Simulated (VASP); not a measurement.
The system is Si4S.

```
CELL_PARAMETERS angstrom
4.11415 0.00000 0.00000
-2.05707 3.56296 0.00000
0.00000 0.00000 6.14252
ATOMIC_POSITIONS crystal
Si 0.33333 0.66667 0.72089
Si 0.66667 0.33333 0.72089
Si 0.66667 0.33333 0.27911
Si 0.33333 0.66667 0.27911
S 0.00000 0.00000 0.00000
```

- Program: VASP 6.6.1
- Task: relaxation of cell and atoms
- Functional: PBE
- Potentials or basis: VASP PAW PBE potentials, release 64 (Si, S)
- Cutoff: 600 eV
- k mesh: 12 × 12 × 6
- Occupations: gaussian, width 0.1 eV
- Spin: no spin polarisation

At the start: pressure 0.2 GPa; volume 18.01 Å³/atom.

Q: How do energy, volume and symmetry change on relaxing?

A: Over 14 steps the energy falls by 21.9 meV/atom and the volume is 18.86 Å³/atom (+4.7 %); space group P6/mmm (No. 191, to 0.05 Å).

Step by step:
```tsv
step	energy change (eV)	largest force (eV/Å)	pressure (GPa)	volume (Å³)
1	0.0000	0.1288	0.23	90.04
2	-0.0162	0.1442	0.32	90.37
3	-0.0619	0.1313	0.64	91.32
4	-0.0857	0.1127	1.92	92.97
5	-0.0933	0.1275	1.35	92.34
6	-0.1040	0.1062	0.01	94.14
7	-0.1045	0.1003	-0.30	94.57
8	-0.1064	0.0792	-0.26	94.58
9	-0.1091	0.0189	-0.16	94.62
10	-0.1092	0.0075	-0.14	94.63
11	-0.1095	0.0049	0.02	94.36
12	-0.1096	0.0035	0.10	94.23
13	-0.1097	0.0022	-0.06	94.34
14	-0.1097	0.0026	-0.01	94.30
```

Final structure:
```cif
data_structure
_symmetry_space_group_name_H-M 'P 1'
_symmetry_Int_Tables_number 1
_cell_length_a 4.0316
_cell_length_b 4.0316
_cell_length_c 6.6991
_cell_angle_alpha 90.000
_cell_angle_beta 90.000
_cell_angle_gamma 120.000
_cell_volume 94.30
loop_
_atom_site_label
_atom_site_type_symbol
_atom_site_fract_x
_atom_site_fract_y
_atom_site_fract_z
_atom_site_occupancy
Si1 Si 0.33333 0.66667 0.70797 1
Si2 Si 0.66667 0.33333 0.70797 1
Si3 Si 0.66667 0.33333 0.29203 1
Si4 Si 0.33333 0.66667 0.29203 1
S1 S 0.00000 0.00000 0.00000 1
```
